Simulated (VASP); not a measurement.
A run of VASP 6.6.1 is set up as follows.

File INCAR:

```
PREC     = Accurate       # precision mode
ENCUT    = 520            # plane-wave cutoff, eV
EDIFF    = 1E-6           # SCF threshold, eV
ISMEAR   = -1             # smearing method
SIGMA    = 0.02           # smearing width, eV
LREAL    = False          # projectors in reciprocal space
LASPH    = True           # aspherical terms in the spheres
NELM     = 100            # most SCF steps
ALGO     = Normal         # electronic algorithm
ISIF     = 2              # what is computed and relaxed
LWAVE    = False          # write WAVECAR
LCHARG   = True           # write CHGCAR
GGA      = CA             # functional
LELF     = True           # ELF
LVHAR    = True         
NBANDS   = 16             # bands
```

The input KPOINTS:

```
Automatic mesh
0
Gamma
  8 8 8
```

Contents of POSCAR:

```
AgCl
1.0
   -0.0831945000      2.7315527500      2.7315527500
    2.7315527500     -0.0831945000      2.7315527500
    2.7315527500      2.7315527500     -0.0831945000
Ag Cl
1 1
Direct
    0.5000000000      0.5000000000      0.5000000000
    0.0000000000      0.0000000000      0.0000000000
```

Potentials or basis: VASP PAW LDA potentials, release 64 (Ag, Cl).

The run is started by

```console
$ cat potpaw_LDA.64/Ag/POTCAR potpaw_LDA.64/Cl/POTCAR > POTCAR
$ mpirun -np 1 vasp_std > vasp.out
```

(1) What does it give for the pressure?

(2) Estimate the band gap on the k mesh.

Answers

(1) -5.6 GPa.

(2) 0.61 eV, indirect (least direct gap 2.80 eV).

Caveat: the cell differs from its parent crystal (equal xy, yz and zx shear strains of -3 %).
